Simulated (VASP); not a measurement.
Write the native input for VASP 6.6.1 that does the following.

```
Task                   : single point
Functional             : PBE
Potentials or basis    : VASP PAW PBE potentials, release 64 (Zr_sv, O)
Cutoff                 : 600 eV
k mesh                 : 8 × 8 × 8
Occupations            : gaussian, width 0.01 eV
Spin                   : no spin polarisation
Dipole correction      : no
Further INCAR settings : ALGO = Normal; EDIFF = 1e-06; NBANDS = 19
```

The structure of ZrO2 lies in POSCAR:

```
ZrO2
1.0
    0.0000000000      2.5320590616      2.5320590616
    2.5320590616      0.0000000000      2.5320590616
    2.5320590616      2.5320590616      0.0000000000
Zr O
1 2
Direct
    0.0000000000      0.0000000000      0.0000000000
    0.2500000000      0.2500000000      0.2500000000
    0.7500000000      0.7500000000      0.7500000000
```

One way to write it, as run:

INCAR

```
PREC = Accurate ; ENCUT = 600
EDIFF = 1E-6 ; ISMEAR = 0
SIGMA = 0.01 ; LREAL = F
LASPH = T ; NELM = 120
ALGO = Normal ; ISIF = 2
LWAVE = F ; LCHARG = F
GGA = PE ; NBANDS = 19
GGA_COMPAT = F
```

KPOINTS

```
regular mesh
0
Gamma
  8 8 8
```

Potentials or basis: VASP PAW PBE potentials, release 64 (Zr_sv, O).

Run with:

```sh
$ cat potpaw_PBE.64/Zr_sv/POTCAR potpaw_PBE.64/O/POTCAR > POTCAR
$ mpirun -np 1 vasp_std > vasp.out
```

It gave:

```json
{
  "Pressure": "7.8 GPa",
  "Band gap on the k mesh": "3.40 eV (least direct gap 3.85 eV)"
}
```

Caveat: the cell stands under pressure.

It took 13 s on 1 thread of Intel(R) Xeon(R) 6975P-C (Granite Rapids), with other jobs on the host, peak memory 0.17 GiB.
